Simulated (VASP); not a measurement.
# Ag in VASP: a series of runs

Ag is run at these levels: PBEsol; tasks: single point.

Everything below comes from runs of VASP 6.6.1. Logs are shortened: lines on timing, memory, paths and dates and some standing lists are left out, and cuts for length are marked.

## (1) The cell of the first run

Symmetry: Im-3m, No. 229, cubic system. The conventional cell has a = 3.477 Å, b = 3.477 Å, c = 3.477 Å, α = 90.00°, β = 90.00°, γ = 90.00°. Within 4.0 Å of Ag (site symmetry m-3m) lie 14 Ag at 3.01 to 3.48 Å.

## (2) Single point, PBEsol (strain +0.050 along x and y, +0.050 along z)

File INCAR:

```
PREC = Accurate ; ENCUT = 520
EDIFF = 1E-7 ; ISMEAR = 0
SIGMA = 0.15 ; LREAL = False
LASPH = True ; NELM = 100
ALGO = Fast ; ISIF = 2
LWAVE = False ; LCHARG = False
GGA = PS ; NBANDS = 12
```

File KPOINTS:

```
regular mesh
0
Gamma
  20 20 20
```

File POSCAR:

```
Ag
1.0
   -1.7384367000      1.7384367000      1.7384367000
    1.7384367000     -1.7384367000      1.7384367000
    1.7384367000      1.7384367000     -1.7384367000
Ag
1
Direct
    0.0000000000      0.0000000000      0.0000000000
```

Potentials or basis: VASP PAW PBE potentials, release 64 (Ag).

On the command line:

```sh
$ cat potpaw_PBE.64/Ag/POTCAR > POTCAR
$ mpirun -np 1 vasp_std > vasp.out
```

OUTCAR:

```text
PREC = Accurate
   ENCUT = 520
   EDIFF = 1E-7
   ISMEAR = 0
   LREAL = False
   LASPH = True
   NELM = 100
   ISIF = 2
   GGA = PS

 ion  position               nearest neighbor table
   1  0.000  0.000  0.000-

  LATTYP: Found a body centered cubic cell.
 ALAT       =     3.4768734000

  Lattice vectors:

 A1 = (  -1.7384367000,   1.7384367000,   1.7384367000)
 A2 = (   1.7384367000,  -1.7384367000,   1.7384367000)
 A3 = (   1.7384367000,   1.7384367000,  -1.7384367000)

Analysis of symmetry for initial positions (statically):
=====================================================================
 Subroutine PRICEL returns:
 Original cell was already a primitive cell.

 Routine SETGRP: Setting up the symmetry group for a
 body centered cubic supercell.

 Subroutine GETGRP returns: Found 48 space group operations
 (whereof 48 operations were pure point group operations)
 out of a pool of 48 trial point group operations.

The static configuration has the point symmetry O_h .

Analysis of symmetry for dynamics (positions and initial velocities):
=====================================================================
 Subroutine PRICEL returns:
 Original cell was already a primitive cell.

 Routine SETGRP: Setting up the symmetry group for a
 body centered cubic supercell.

 Subroutine GETGRP returns: Found 48 space group operations
 (whereof 48 operations were pure point group operations)
 out of a pool of 48 trial point group operations.

The dynamic configuration has the point symmetry O_h .

 Subroutine INISYM returns: Found 48 space group operations
 (whereof 48 operations are pure point group operations),
 and found     1 'primitive' translations

----------------------------------------------------------------------------------------

                                     Primitive cell

  volume of cell :      21.0154

  direct lattice vectors                    reciprocal lattice vectors
    -1.738436700  1.738436700  1.738436700     0.000000000  0.287614729  0.287614729
     1.738436700 -1.738436700  1.738436700     0.287614729  0.000000000  0.287614729
     1.738436700  1.738436700 -1.738436700     0.287614729  0.287614729  0.000000000

  length of vectors
     3.011060690  3.011060690  3.011060690     0.406748650  0.406748650  0.406748650

  position of ions in fractional coordinates (direct lattice)
     0.000000000  0.000000000  0.000000000

  ion indices of the primitive-cell ions
   primitive index   ion index
                 1           1

----------------------------------------------------------------------------------------

 KPOINTS: regular mesh

Automatic generation of k-mesh.
 Grid dimensions read from file:
 generate k-points for:   20   20   20

 Generating k-lattice:

  Cartesian coordinates                     Fractional coordinates (reciprocal lattice)
     0.000000000  0.014380736  0.014380736     0.050000000  0.000000000  0.000000000
     0.014380736  0.000000000  0.014380736     0.000000000  0.050000000  0.000000000
     0.014380736  0.014380736  0.000000000     0.000000000  0.000000000  0.050000000

  Length of vectors
     0.020337433  0.020337433  0.020337433

  Shift w.r.t. Gamma in fractional coordinates (k-lattice)
     0.000000000  0.000000000  0.000000000

 Subroutine IBZKPT returns following result:
 ===========================================

 Found    256 irreducible k-points:

 Following reciprocal coordinates:
            Coordinates               Weight
  0.000000  0.000000  0.000000      1.000000
  0.050000  0.000000  0.000000     12.000000
  0.100000  0.000000  0.000000     12.000000
  0.150000  0.000000  0.000000     12.000000
  0.200000  0.000000  0.000000     12.000000
  0.250000  0.000000  0.000000     12.000000
[... 16 lines left out ...]
  0.200000  0.100000 -0.000000     48.000000
  0.250000  0.100000  0.000000     48.000000
 [... further k-points ...]
   k-points           NKPTS =    256   k-points in BZ     NKDIM =    256   number of bands    NBANDS=     12
   number of dos      NEDOS =    301   number of ions     NIONS =      1
   total plane-waves  NPLWV =  13824
   dimension x,y,z NGX =    24 NGY =   24 NGZ =   24
   dimension x,y,z NGXF=    48 NGYF=   48 NGZF=   48
   ions per type =               1
   NGX,Y,Z   is equivalent  to a cutoff of  13.25, 13.25, 13.25 a.u.
   NGXF,Y,Z  is equivalent  to a cutoff of  26.50, 26.50, 26.50 a.u.
 SYSTEM =  unknown system
   PREC   = accura    normal or accurate (medium, high low for compatibility)
   ISTART =      0    job   : 0-new  1-cont  2-samecut
   ICHARG =      2    charge: 1-file 2-atom 10-const
   ISPIN  =      1    spin polarized calculation?
   LNONCOLLINEAR =      F non collinear calculations
   LSORBIT =      F    spin-orbit coupling
   LASPH  =      T    aspherical Exc in radial PAW
   ENCUT  =  520.0 eV  38.22 Ry    6.18 a.u.   5.60  5.60  5.60*2*pi/ulx,y,z
   NELM   =    100;   NELMIN=  2; NELMDL= -5     # of ELM steps
   EDIFF  = 0.1E-06   stopping-criterion for ELM
   LREAL  =      F    real-space projection
   EDIFFG = 0.1E-05   stopping-criterion for IOM
   NSW    =      0    number of steps for IOM
   IBRION =     -1    ionic relax: 0-MD 1-quasi-New 2-CG
   NFREE  =      0    steps in history (QN), initial steepest desc. (CG)
   ISIF   =      2    stress and relaxation
   ISYM   =      2    0-nonsym 1-usesym 2-fastsym
   POTIM  = 0.5000    time-step for ionic-motion
   TEBEG  =    0.0;   TEEND  =   0.0 temperature during run
   PSTRESS=    0.0 pullay stress
   NELECT =      11.0000    total number of electrons
   NUPDOWN=      -1.0000    fix difference up-down
   EMIN   =  10.00;   EMAX   =-10.00  energy-range for DOS
   EFERMI =   0.00;   METHOD = LEGACY
   ISMEAR =     0;   SIGMA  =   0.15  broadening in eV -4-tet -1-fermi 0-gaus
   EFERMI_NEDOS =   21; number of points for ismear=-14 and -15
   IALGO  =     68    algorithm
   IMIX   =      4    mixing-type and parameters
     AMIX     =   0.40;   BMIX     =  1.00
     AMIX_MAG =   1.60;   BMIX_MAG =  1.00
  volume/ion in A,a.u.               =      21.02       141.82
  Fermi-wavevector in a.u.,A,eV,Ry     =   1.319350  2.493211 23.683467  1.740686
  Thomas-Fermi vector in A             =   2.449255
   LORBIT       =      0    0 simple, 1 ext, 2 COOP (PROOUT), +10 PAW based schemes
   GGA     = PS    functional components
   LHFCALC =     F    Hartree Fock is set to
   AEXX    =    0.0000 exact exchange contribution
   IVDW    =     0    specifies the selected vdW correction
   LEPSILON=     F    determine dielectric tensor
   LRPA    =     F    only Hartree local field effects (RPA)
 non-spin polarized calculation
 RMM-DIIS sequential band-by-band and
 Gauss-broadening in eV      SIGMA  =   0.15
  energy-cutoff  :      520.00
  volume of cell :       21.02
 maximum number of plane-waves:       586
   NGX = 11   NGY = 11   NGZ = 11

 number of electron      11.0000000 magnetization

 Free energy of the ion-electron system (eV)
  ---------------------------------------------------
  ext. energy  EPLUGINS =         0.00000000
  ---------------------------------------------------
  free energy    TOTEN  =        -3.03869375 eV

  energy without entropy =       -3.03472977  energy(sigma->0) =       -3.03671176

 E-fermi :   5.6599     XC(G=0): -11.2075

 val. band max:        5.6383141438   @ k =   0.3500   0.1000   0.0500
 cond. band min:       5.6791492750   @ k =  -0.3500   0.4000   0.2000
 fundamental gap:      0.0408351312
 Fermi energy:         5.6598608040

 k-point     1 :       0.0000    0.0000    0.0000
  band No.  band energies     occupation
      1      -0.7561      2.00000
      2       1.4414      2.00000
      3       1.4414      2.00000
      4       1.4414      2.00000
      5       2.3923      2.00000
      6       2.3923      2.00000
      7      22.7382      0.00000
      8      22.7382      0.00000
      9      22.7382      0.00000
     10      26.1225      0.00000
     11      26.1225      0.00000
     12      26.1225      0.00000

 k-point     2 :       0.0500    0.0000    0.0000
  band No.  band energies     occupation
      1      -0.6858      2.00000
      2       1.4273      2.00000
      3       1.4444      2.00000
      4       1.4755      2.00000
      5       2.3771      2.00000
      6       2.3932      2.00000
      7      22.4450      0.00000
      8      22.6907      0.00000
      9      22.7526      0.00000
     10      25.3629      0.00000
     11      25.5082      0.00000
     12      25.6624      0.00000

 k-point     3 :       0.1000    0.0000    0.0000
  band No.  band energies     occupation
      1      -0.4801      2.00000
      2       1.3868      2.00000
      3       1.4550      2.00000
      4       1.5760      2.00000
      5       2.3380      2.00000
      6       2.3961      2.00000
      7      21.4402      0.00000
      8      22.4186      0.00000
      9      22.7928      0.00000
     10      24.4616      0.00000
     11      24.6597      0.00000
     12      24.9209      0.00000
[... 286 lines left out ...]
 k-point    23 :       0.2000    0.1000   -0.0000
  band No.  band energies     occupation
      1       0.6305      2.00000
      2       1.1997      2.00000
      3       1.5877      2.00000
      4       2.2070      2.00000
      5       2.4011      2.00000
      6       2.6264      2.00000
      7      16.2112      0.00000
      8      18.4831      0.00000
      9      20.4536      0.00000
     10      23.3324      0.00000
     11      25.6551      0.00000
     12      25.7956      0.00000

 k-point    24 :       0.2500    0.1000    0.0000
  band No.  band energies     occupation
      1       0.6908      2.00000
      2       1.1156      2.00000
      3       1.9141      2.00000
      4       2.2265      2.00000
      5       2.4661      2.00000
      6       3.1487      2.00000
      7      14.3565      0.00000
      8      17.8392      0.00000
      9      19.6957      0.00000
     10      23.3934      0.00000
     11      25.6856      0.00000
     12      26.3245      0.00000

 [... further k-points ...]

------------------------ aborting loop because EDIFF is reached ----------------------------------------

  FORCE on cell =-STRESS in cart. coord.  units (eV):
  Direction    XX          YY          ZZ          XY          YZ          ZX
  --------------------------------------------------------------------------------------
  -------------------------------------------------------------------------------------
  Total       -1.7891063     -1.7891063     -1.7891063      0.0000000      0.0000000      0.0000000
  in kB     -136.3986550   -136.3986550   -136.3986550      0.0000000      0.0000000      0.0000000
  external PRESSURE =    -136.3986550 kB  Pullay stress =       0.0000000 kB

 VOLUME and BASIS-vectors are now :
 -----------------------------------------------------------------------------
  energy-cutoff  :      520.00
  volume of cell :       21.02
      direct lattice vectors                 reciprocal lattice vectors
    -1.738436700  1.738436700  1.738436700     0.000000000  0.287614729  0.287614729
     1.738436700 -1.738436700  1.738436700     0.287614729  0.000000000  0.287614729
     1.738436700  1.738436700 -1.738436700     0.287614729  0.287614729  0.000000000

 POSITION                                       TOTAL-FORCE (eV/Angst)
 -----------------------------------------------------------------------------------
      0.00000      0.00000      0.00000        -0.000000      0.000000     -0.000000
 -----------------------------------------------------------------------------------
    total drift:                                0.000000      0.000000     -0.000000

  FREE ENERGIE OF THE ION-ELECTRON SYSTEM (eV)
  ---------------------------------------------------
  free  energy   TOTEN  =        -3.0386937488 eV

  energy  without entropy=       -3.0347297739  energy(sigma->0) =       -3.03671176
```

Wall time 17 s (1 thread of Intel Xeon 6975P-C (Granite Rapids), shared host); peak memory 0.18 GiB.

Results:

```
Free energy : -3.0387 eV
Pressure    : -13.6 GPa
```

Caveat: the cell differs from its parent crystal (strain +0.050 along x and y, +0.050 along z); the PAW data sets were made with another functional, which shifts forces and pressure a little.

## (3) Single point, PBEsol (strain +0.050 along x and y, +0.000 along z)

File INCAR:

```
SYSTEM = Ag
PREC = Accurate
ENCUT = 520
EDIFF = 1E-6
ISMEAR = 0
SIGMA = 0.15
LREAL = .FALSE.
LASPH = .TRUE.
NELM = 60
ALGO = Fast
ISIF = 2
LWAVE = .FALSE.
LCHARG = .FALSE.
GGA = PS
NBANDS = 12
```

File KPOINTS:

```
Automatic mesh
0
G
  20 20 20
  0 0 0
```

File POSCAR:

```
Ag
1.0
   -1.7384367000      1.7384367000      1.6556540000
    1.7384367000     -1.7384367000      1.6556540000
    1.7384367000      1.7384367000     -1.6556540000
Ag
1
Direct
    0.0000000000      0.0000000000      0.0000000000
```

Potentials or basis: VASP PAW PBE potentials, release 64 (Ag).

On the command line:

```sh
$ cat potpaw_PBE.64/Ag/POTCAR > POTCAR
$ mpirun -np 1 vasp_std > vasp.out
```

Run time: 32 s. Hardware: 1 thread of Intel Xeon 6975P-C (Granite Rapids), shared host; peak memory 0.26 GiB.

It converged, with:

* Free energy: -3.1210 eV
* Pressure: -12.3 GPa

Stress tensor (GPa, compression positive):
```
-12.08   0.00   0.00
  0.00 -12.08   0.00
  0.00   0.00 -12.66
```

Levels at points of the mesh, in eV from the Fermi level:
```csv
k point,band 4,band 5,band 6,band 7,band 8,band 9
"(0.00, 0.00, 0.00)",-4.29,-3.44,-3.24,17.00,17.00,17.84
"(0.50, 0.00, 0.00)",-3.15,-2.56,0.33,3.43,12.41,12.71
"(0.50, 0.50, 0.00)",-3.30,-2.59,0.08,2.98,13.21,13.73
"(0.50, 0.50, 0.50)",-2.77,-2.71,5.97,5.97,7.27,10.39
```

Caveat: the cell differs from its parent crystal (strain +0.050 along x and y, +0.000 along z); the PAW data sets were made with another functional, which shifts forces and pressure a little.

## (4) Single point, PBEsol (strain +0.025 along x and y, +0.050 along z)

File INCAR:

```
ALGO = Fast ; EDIFF = 1E-7
ENCUT = 520 ; GGA = PS
ISIF = 2 ; ISMEAR = 0
LASPH = True ; LCHARG = False
LREAL = False ; LWAVE = False
NBANDS = 12 ; NELM = 100
PREC = Accurate ; SIGMA = 0.15
```

File KPOINTS:

```
k-points
0
Gamma
  20 20 20
```

File POSCAR:

```
Ag
1.0
   -1.6970453500      1.6970453500      1.7384367000
    1.6970453500     -1.6970453500      1.7384367000
    1.6970453500      1.6970453500     -1.7384367000
Ag
1
Direct
    0.0000000000      0.0000000000      0.0000000000
```

On the command line:

```sh
$ cat potpaw_PBE.64/Ag/POTCAR > POTCAR
$ mpirun -np 1 vasp_std > vasp.out
```

Wall time 38 s (1 thread of Intel Xeon 6975P-C (Granite Rapids), shared host); peak memory 0.26 GiB.

The run converged. Its results:

```
Free energy : -3.1189 eV
Pressure    : -12.3 GPa
```

Stress tensor (GPa, compression positive):
```
-12.35   0.00   0.00
  0.00 -12.35   0.00
  0.00   0.00 -12.10
```

Levels at points of the mesh, in eV from the Fermi level:
```tsv
k point	band 2	band 3	band 4	band 5	band 6	band 7	band 8	band 9	band 10	band 11
(0.00, 0.00, 0.00)	-4.38	-4.38	-4.30	-3.37	-3.28	17.05	17.41	17.41	20.95	21.47
(0.50, 0.00, 0.00)	-4.91	-3.42	-3.24	-2.57	0.20	3.20	12.79	13.19	18.16	19.06
(0.50, 0.50, 0.00)	-5.01	-3.31	-3.21	-2.56	0.33	3.41	12.40	12.70	17.78	18.52
(0.50, 0.50, 0.50)	-5.42	-2.77	-2.74	-2.74	5.97	6.60	6.60	10.54	12.04	12.35
```

Caveat: the cell differs from its parent crystal (strain +0.025 along x and y, +0.050 along z); the PAW data sets were made with another functional, which shifts forces and pressure a little.

## (5) Single point, PBEsol (strain -0.050 along x and y, -0.025 along z)

File INCAR:

```
SYSTEM = Ag
PREC     = Accurate       ! precision mode
ENCUT    = 520            ! plane-wave cutoff, eV
EDIFF    = 1E-7           ! SCF threshold, eV
ISMEAR   = 0              ! smearing method
SIGMA    = 0.15           ! smearing width, eV
LREAL    = .False.        ! projectors in reciprocal space
LASPH    = .True.         ! aspherical terms in the spheres
NELM     = 80             ! most SCF steps
ALGO     = Fast           ! electronic algorithm
ISIF     = 2              ! what is computed and relaxed
LWAVE    = .False.        ! write WAVECAR
LCHARG   = .False.        ! write CHGCAR
GGA      = PS             ! functional
NBANDS   = 12             ! bands
```

File KPOINTS:

```
Automatic mesh
0
Gamma
  20 20 20
  0 0 0
```

File POSCAR:

```
Ag
1.0
   -1.5728713000      1.5728713000      1.6142626500
    1.5728713000     -1.5728713000      1.6142626500
    1.5728713000      1.5728713000     -1.6142626500
Ag
1
Direct
    0.0000000000      0.0000000000      0.0000000000
```

On the command line:

```sh
$ cat potpaw_PBE.64/Ag/POTCAR > POTCAR
$ mpirun -np 1 vasp_std > vasp.out
```

It took 41 s on 1 thread of Intel Xeon 6975P-C (Granite Rapids), shared host; peak memory 0.22 GiB.

The run converged. Its results:

| Quantity | Value |
| --- | --- |
| Free energy | -3.2569 eV |
| Pressure | 6.1 GPa |

Stress tensor (GPa, compression positive):
```
5.88 0.00 0.00
0.00 5.88 0.00
0.00 0.00 6.63
```

Levels at points of the mesh, in eV from the Fermi level:
```csv
k point,band 4,band 5,band 6,band 7,band 8,band 9
"(0.00, 0.00, 0.00)",-5.08,-3.75,-3.60,17.84,18.30,18.30
"(0.50, 0.00, 0.00)",-3.52,-2.53,-0.36,4.45,13.66,15.25
"(0.50, 0.50, 0.00)",-3.47,-2.50,-0.20,4.72,13.26,14.62
"(0.50, 0.50, 0.50)",-2.78,-2.78,6.51,7.30,7.30,13.42
```

Caveat: the cell differs from its parent crystal (strain -0.050 along x and y, -0.025 along z); the PAW data sets were made with another functional, which shifts forces and pressure a little.

## (6) Summary

| cell | further INCAR settings | gap on the mesh (eV) | pressure (GPa) |
| --- | --- | --- | --- |
| a = 3.011 Å, angles 109.5°, 1 atom | ALGO = Fast; EDIFF = 1e-07; NBANDS = 12 | none | -13.6 |
| a = 2.964 Å, angles 108.2, 108.2, 112.1°, 1 atom | ALGO = Fast; EDIFF = 1e-06; NBANDS = 12 | none | -12.3 |
| a = 2.963 Å, angles 110.1, 110.1, 108.2°, 1 atom | ALGO = Fast; EDIFF = 1e-07; NBANDS = 12 | none | -12.3 |
| a = 2.748 Å, angles 110.2, 110.2, 108.1°, 1 atom | ALGO = Fast; EDIFF = 1e-07; NBANDS = 12 | none | 6.1 |

Alike in all rows: task single point; level PBEsol; potentials or basis VASP PAW PBE potentials, release 64 (Ag); no spin polarisation; k mesh 20 × 20 × 20; cutoff (eV) 520; smearing gaussian 0.15 eV.

Caveats: the PAW data sets were made with another functional, which shifts forces and pressure a little.

Absolute energies hang on the potentials; compare differences alone.
